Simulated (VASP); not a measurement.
# SrCaI4 (Cmmm) in VASP: single point with LDA

Aim: the single point of SrCaI4 with LDA.

Everything below comes from runs of VASP 6.6.1. Logs are shortened: lines on timing, memory, paths and dates and some standing lists are left out, and cuts for length are marked.

## 1. The cell of the first run

It takes space group Cmmm (No. 65, orthorhombic). The conventional cell has a = 10.395 Å, b = 10.423 Å, c = 4.644 Å, α = 90.00°, β = 90.00°, γ = 90.00°. Sr (site symmetry mmm) has 6 I at 3.17 to 3.20 Å within 4.2 Å. Ca (site symmetry mmm) has 6 I at 3.05 to 3.07 Å within 4.0 Å. I (site symmetry m2m) has 1 Ca at 3.05 Å and 2 Sr at 3.17 Å within 4.0 Å. I (site symmetry 2mm) has 2 Ca at 3.07 Å and 1 Sr at 3.20 Å and 1 I at 4.00 Å within 4.1 Å.

## 2. Single point, LDA

INCAR reads:

```
SYSTEM = SrCaI4
PREC = Accurate ; ENCUT = 520
EDIFF = 1E-6 ; ISMEAR = 0
SIGMA = 0.02 ; LREAL = .FALSE.
LASPH = .TRUE. ; NELM = 100
ALGO = Normal ; ISIF = 2
LWAVE = .FALSE. ; LCHARG = .TRUE.
GGA = CA ; LELF = .TRUE.
LVHAR = .TRUE. ; NBANDS = 33
```

KPOINTS reads:

```
Automatic mesh
0
G
  4 4 6
  0 0 0
```

POSCAR reads:

```
SrCaI4
1.0
    5.2116034275     -5.1975050191      0.0000000000
    5.2116034275      5.1975050191      0.0000000000
    0.0000000000      0.0000000000      4.6441186510
Sr Ca I
1 1 4
Direct
    0.0000000000      0.0000000000      0.0000000000
    0.5000000000      0.5000000000      0.5000000000
    0.2077190062      0.2077190062      0.5000000000
    0.6924938658      0.3075061342      0.0000000000
    0.3075061342      0.6924938658      0.0000000000
    0.7922809938      0.7922809938      0.5000000000
```

Potentials or basis: VASP PAW LDA potentials, release 64 (Sr_sv, Ca_sv, I).

On the command line:

```
> cat potpaw_LDA.64/Sr_sv/POTCAR potpaw_LDA.64/Ca_sv/POTCAR potpaw_LDA.64/I/POTCAR > POTCAR
> mpirun -np 1 vasp_std > vasp.out
```

OUTCAR:

```text
SYSTEM = SrCaI4
   PREC = Accurate
   ENCUT = 520
   EDIFF = 1E-6
   ISMEAR = 0
   LREAL = .FALSE.
   LASPH = .TRUE.
   NELM = 100
   ISIF = 2
   GGA = CA

 ion  position               nearest neighbor table
   1  0.000  0.000  0.000-   3 3.17   6 3.17   3 3.17   6 3.17   5 3.20   4 3.20
   2  0.500  0.500  0.500-   3 3.05   6 3.05   5 3.07   4 3.07   4 3.07   5 3.07
   3  0.208  0.208  0.500-   2 3.05   1 3.17   1 3.17
   4  0.692  0.308  0.000-   2 3.07   2 3.07   1 3.20
   5  0.308  0.692  0.000-   2 3.07   2 3.07   1 3.20
   6  0.792  0.792  0.500-   2 3.05   1 3.17   1 3.17

  LATTYP: Found a base centered orthorhombic cell.
 ALAT       =    10.3950100382
 B/A-ratio  =     1.0027125339
 C/A-ratio  =     0.4467642296

  Lattice vectors:

 A1 = (  -5.2116034275,  -5.1975050191,   0.0000000000)
 A2 = (   5.2116034275,  -5.1975050191,   0.0000000000)
 A3 = (   0.0000000000,   0.0000000000,   4.6441186510)

Analysis of symmetry for initial positions (statically):
=====================================================================
 Subroutine PRICEL returns:
 Original cell was already a primitive cell.

 Routine SETGRP: Setting up the symmetry group for a
 base centered orthorhombic supercell.

 Subroutine GETGRP returns: Found  8 space group operations
 (whereof  8 operations were pure point group operations)
 out of a pool of  8 trial point group operations.

The static configuration has the point symmetry D_2h.

Analysis of symmetry for dynamics (positions and initial velocities):
=====================================================================
 Subroutine PRICEL returns:
 Original cell was already a primitive cell.

 Routine SETGRP: Setting up the symmetry group for a
 base centered orthorhombic supercell.

 Subroutine GETGRP returns: Found  8 space group operations
 (whereof  8 operations were pure point group operations)
 out of a pool of  8 trial point group operations.

The dynamic configuration has the point symmetry D_2h.

 Subroutine INISYM returns: Found  8 space group operations
 (whereof  8 operations are pure point group operations),
 and found     1 'primitive' translations

----------------------------------------------------------------------------------------

                                     Primitive cell

  volume of cell :     251.5936

  direct lattice vectors                    reciprocal lattice vectors
     5.211603428 -5.197505019  0.000000000     0.095939763 -0.096200003  0.000000000
     5.211603428  5.197505019  0.000000000     0.095939763  0.096200003  0.000000000
     0.000000000  0.000000000  4.644118651     0.000000000  0.000000000  0.215326109

  length of vectors
     7.360357920  7.360357920  4.644118651     0.135863457  0.135863457  0.215326109

  position of ions in fractional coordinates (direct lattice)
     0.000000000  0.000000000  0.000000000
     0.500000000  0.500000000  0.500000000
     0.207719006  0.207719006  0.500000000
     0.692493866  0.307506134  0.000000000
     0.307506134  0.692493866  0.000000000
     0.792280994  0.792280994  0.500000000

  ion indices of the primitive-cell ions
   primitive index   ion index
                 1           1
                 2           2
                 3           3
                 4           4
                 5           5
                 6           6

----------------------------------------------------------------------------------------

 KPOINTS: Automatic mesh

Automatic generation of k-mesh.
 Grid dimensions read from file:
 generate k-points for:    4    4    6

 Generating k-lattice:

  Cartesian coordinates                     Fractional coordinates (reciprocal lattice)
     0.023984941 -0.024050001  0.000000000     0.250000000  0.000000000  0.000000000
     0.023984941  0.024050001  0.000000000     0.000000000  0.250000000  0.000000000
     0.000000000  0.000000000  0.035887685     0.000000000  0.000000000  0.166666667

  Length of vectors
     0.033965864  0.033965864  0.035887685

  Shift w.r.t. Gamma in fractional coordinates (k-lattice)
     0.000000000  0.000000000  0.000000000

 Subroutine IBZKPT returns following result:
 ===========================================

 Found     28 irreducible k-points:

 Following reciprocal coordinates:
            Coordinates               Weight
  0.000000  0.000000  0.000000      1.000000
  0.250000  0.000000  0.000000      4.000000
  0.500000  0.000000  0.000000      2.000000
  0.250000  0.250000  0.000000      2.000000
  0.500000  0.250000  0.000000      4.000000
 -0.250000  0.250000  0.000000      2.000000
[... 16 lines left out ...]
  0.250000  0.000000  0.500000      4.000000
  0.500000  0.000000  0.500000      2.000000
 [... further k-points ...]
   k-points           NKPTS =     28   k-points in BZ     NKDIM =     28   number of bands    NBANDS=     33
   number of dos      NEDOS =    301   number of ions     NIONS =      6
   total plane-waves  NPLWV = 112896
   dimension x,y,z NGX =    56 NGY =   56 NGZ =   36
   dimension x,y,z NGXF=   112 NGYF=  112 NGZF=   72
   ions per type =               1   1   4
   NGX,Y,Z   is equivalent  to a cutoff of  12.65, 12.65, 12.89 a.u.
   NGXF,Y,Z  is equivalent  to a cutoff of  25.30, 25.30, 25.77 a.u.
 SYSTEM =  SrCaI4
   PREC   = accura    normal or accurate (medium, high low for compatibility)
   ISTART =      0    job   : 0-new  1-cont  2-samecut
   ICHARG =      2    charge: 1-file 2-atom 10-const
   ISPIN  =      1    spin polarized calculation?
   LNONCOLLINEAR =      F non collinear calculations
   LSORBIT =      F    spin-orbit coupling
   LASPH  =      T    aspherical Exc in radial PAW
   ENCUT  =  520.0 eV  38.22 Ry    6.18 a.u.  13.69 13.69  8.63*2*pi/ulx,y,z
   NELM   =    100;   NELMIN=  2; NELMDL= -5     # of ELM steps
   EDIFF  = 0.1E-05   stopping-criterion for ELM
   LREAL  =      F    real-space projection
   EDIFFG = 0.1E-04   stopping-criterion for IOM
   NSW    =      0    number of steps for IOM
   IBRION =     -1    ionic relax: 0-MD 1-quasi-New 2-CG
   NFREE  =      0    steps in history (QN), initial steepest desc. (CG)
   ISIF   =      2    stress and relaxation
   ISYM   =      2    0-nonsym 1-usesym 2-fastsym
   POTIM  = 0.5000    time-step for ionic-motion
   TEBEG  =    0.0;   TEEND  =   0.0 temperature during run
   PSTRESS=    0.0 pullay stress
   NELECT =      48.0000    total number of electrons
   NUPDOWN=      -1.0000    fix difference up-down
   EMIN   =  10.00;   EMAX   =-10.00  energy-range for DOS
   EFERMI =   0.00;   METHOD = LEGACY
   ISMEAR =     0;   SIGMA  =   0.02  broadening in eV -4-tet -1-fermi 0-gaus
   EFERMI_NEDOS =   21; number of points for ismear=-14 and -15
   IALGO  =     38    algorithm
   IMIX   =      4    mixing-type and parameters
     AMIX     =   0.40;   BMIX     =  1.00
     AMIX_MAG =   1.60;   BMIX_MAG =  1.00
  volume/ion in A,a.u.               =      41.93       282.97
  Fermi-wavevector in a.u.,A,eV,Ry     =   0.942444  1.780960 12.084695  0.888200
  Thomas-Fermi vector in A             =   2.070054
   LORBIT       =      0    0 simple, 1 ext, 2 COOP (PROOUT), +10 PAW based schemes
   GGA     = CA    functional components
   LHFCALC =     F    Hartree Fock is set to
   AEXX    =    0.0000 exact exchange contribution
   IVDW    =     0    specifies the selected vdW correction
   LEPSILON=     F    determine dielectric tensor
   LRPA    =     F    only Hartree local field effects (RPA)
 non-spin polarized calculation
 Gauss-broadening in eV      SIGMA  =   0.02
  energy-cutoff  :      520.00
  volume of cell :      251.59
 maximum number of plane-waves:      6840
 NGX is ok and might be reduce to    56
   NGX = 27   NGY = 27   NGZ = 17

 number of electron      48.0000000 magnetization

 Free energy of the ion-electron system (eV)
  ---------------------------------------------------
  ext. energy  EPLUGINS =         0.00000000
  ---------------------------------------------------
  free energy    TOTEN  =       -21.91867286 eV

  energy without entropy =      -21.91867286  energy(sigma->0) =      -21.91867286

 E-fermi :   1.3564     XC(G=0):  -8.1443

 val. band max:        1.2658626326   @ k =   0.0000   0.0000   0.0000
 cond. band min:       4.4841153569   @ k =   0.0000   0.0000   0.0000
 fundamental gap:      3.2182527243
 Fermi energy:         1.3563930311

 k-point     1 :       0.0000    0.0000    0.0000
  band No.  band energies     occupation
      1     -38.1841      2.00000
      2     -32.7085      2.00000
      3     -19.5240      2.00000
      4     -19.5164      2.00000
      5     -19.5049      2.00000
      6     -14.9102      2.00000
[... 25 lines left out ...]
     32       6.3767      0.00000
     33       6.6699      0.00000

 k-point     2 :       0.2500    0.0000    0.0000
  band No.  band energies     occupation
      1     -38.1841      2.00000
      2     -32.7085      2.00000
      3     -19.5240      2.00000
      4     -19.5164      2.00000
      5     -19.5049      2.00000
      6     -14.9104      2.00000
[... 25 lines left out ...]
     32       6.5195      0.00000
     33       6.6862      0.00000

 k-point     3 :       0.5000    0.0000    0.0000
  band No.  band energies     occupation
      1     -38.1841      2.00000
      2     -32.7085      2.00000
      3     -19.5240      2.00000
      4     -19.5164      2.00000
      5     -19.5049      2.00000
      6     -14.9106      2.00000
[... 25 lines left out ...]
     32       6.8196      0.00000
     33       6.9705      0.00000

 k-point     4 :       0.2500    0.2500    0.0000
  band No.  band energies     occupation
      1     -38.1841      2.00000
      2     -32.7085      2.00000
      3     -19.5240      2.00000
      4     -19.5165      2.00000
      5     -19.5049      2.00000
      6     -14.9106      2.00000
[... 25 lines left out ...]
     32       6.4792      0.00000
     33       7.0955      0.00000

 k-point     5 :       0.5000    0.2500    0.0000
  band No.  band energies     occupation
      1     -38.1841      2.00000
      2     -32.7085      2.00000
      3     -19.5240      2.00000
      4     -19.5164      2.00000
      5     -19.5049      2.00000
      6     -14.9106      2.00000
[... 604 lines left out ...]
 k-point    22 :       0.0000    0.0000    0.5000
  band No.  band energies     occupation
      1     -38.1834      2.00000
      2     -32.7061      2.00000
      3     -19.5343      2.00000
      4     -19.5226      2.00000
      5     -19.5076      2.00000
      6     -14.9881      2.00000
[... 25 lines left out ...]
     32       6.9412      0.00000
     33       6.9778      0.00000

 k-point    23 :       0.2500    0.0000    0.5000
  band No.  band energies     occupation
      1     -38.1834      2.00000
      2     -32.7061      2.00000
      3     -19.5343      2.00000
      4     -19.5226      2.00000
      5     -19.5076      2.00000
      6     -14.9879      2.00000
[... 25 lines left out ...]
     32       6.8003      0.00000
     33       7.3205      0.00000

 k-point    24 :       0.5000    0.0000    0.5000
  band No.  band energies     occupation
      1     -38.1834      2.00000
      2     -32.7061      2.00000
      3     -19.5343      2.00000
      4     -19.5226      2.00000
      5     -19.5076      2.00000
      6     -14.9878      2.00000
[... 25 lines left out ...]
     32       7.0010      0.00000
     33       7.0071      0.00000

 [... further k-points ...]

------------------------ aborting loop because EDIFF is reached ----------------------------------------

  FORCE on cell =-STRESS in cart. coord.  units (eV):
  Direction    XX          YY          ZZ          XY          YZ          ZX
  --------------------------------------------------------------------------------------
  -------------------------------------------------------------------------------------
  Total        0.1496819      0.1351646      0.1613003     -0.0000000      0.0000000      0.0000000
  in kB        0.9531918      0.8607441      1.0271791     -0.0000000      0.0000000      0.0000000
  external PRESSURE =       0.9470384 kB  Pullay stress =       0.0000000 kB

 VOLUME and BASIS-vectors are now :
 -----------------------------------------------------------------------------
  energy-cutoff  :      520.00
  volume of cell :      251.59
      direct lattice vectors                 reciprocal lattice vectors
     5.211603428 -5.197505019  0.000000000     0.095939763 -0.096200003  0.000000000
     5.211603428  5.197505019  0.000000000     0.095939763  0.096200003  0.000000000
     0.000000000  0.000000000  4.644118651     0.000000000  0.000000000  0.215326109

 POSITION                                       TOTAL-FORCE (eV/Angst)
 -----------------------------------------------------------------------------------
      0.00000      0.00000      0.00000         0.000000      0.000000      0.000000
      5.21160      0.00000      2.32206         0.000000      0.000000      0.000000
      2.16510      0.00000      2.32206         0.009447      0.000000      0.000000
      5.21160     -2.00098      0.00000         0.000000     -0.002416      0.000000
      5.21160      2.00098      0.00000         0.000000      0.002416      0.000000
      8.25811      0.00000      2.32206        -0.009447      0.000000      0.000000
 -----------------------------------------------------------------------------------
    total drift:                                0.000000     -0.000000     -0.000000

  FREE ENERGIE OF THE ION-ELECTRON SYSTEM (eV)
  ---------------------------------------------------
  free  energy   TOTEN  =       -21.9186728556 eV

  energy  without entropy=      -21.9186728556  energy(sigma->0) =      -21.91867286
```

It took 3.2 min on 1 thread of Intel Xeon Platinum 8259CL at 2.50GHz (Skylake/Cascade Lake), shared host; peak memory 0.42 GiB.

What came out:

- Free energy: -21.9187 eV
- Pressure: 0.1 GPa
- Largest force: 0.009 eV/Å
- Band gap on the k mesh: 3.22 eV

Forces in eV/Å, atoms in the order of the input:
```
Sr   0.000  0.000  0.000
Ca   0.000  0.000  0.000
I    0.009  0.000  0.000
I    0.000 -0.002  0.000
I    0.000  0.002  0.000
I   -0.009  0.000  0.000
```

Levels at points of the mesh, in eV from the valence-band top:
```
           k point  band 20  band 21  band 22  band 23  band 24  band 25  band 26  band 27  band 28  band 29
(0.00, 0.00, 0.00)    -1.33    -0.44    -0.28    -0.25     0.00     3.22     3.77     3.88     4.21     4.27
(0.50, 0.00, 0.00)    -1.36    -0.88    -0.83    -0.45    -0.37     3.70     3.81     4.47     4.53     4.69
(0.50, 0.50, 0.00)    -1.04    -0.85    -0.78    -0.77    -0.77     3.55     3.62     4.26     4.62     4.68
(0.00, 0.00, 0.50)    -1.16    -1.14    -1.06    -0.94    -0.78     4.38     4.48     4.55     4.75     4.76
(0.50, 0.00, 0.50)    -1.48    -0.94    -0.83    -0.66    -0.66     3.57     3.68     4.62     5.03     5.04
(0.50, 0.50, 0.50)    -1.14    -0.72    -0.66    -0.49    -0.38     4.06     4.13     4.23     4.38     4.48
```

Caveat: spin-orbit coupling is left out, which moves the levels of the heavy elements. A k mesh can miss the band edges.
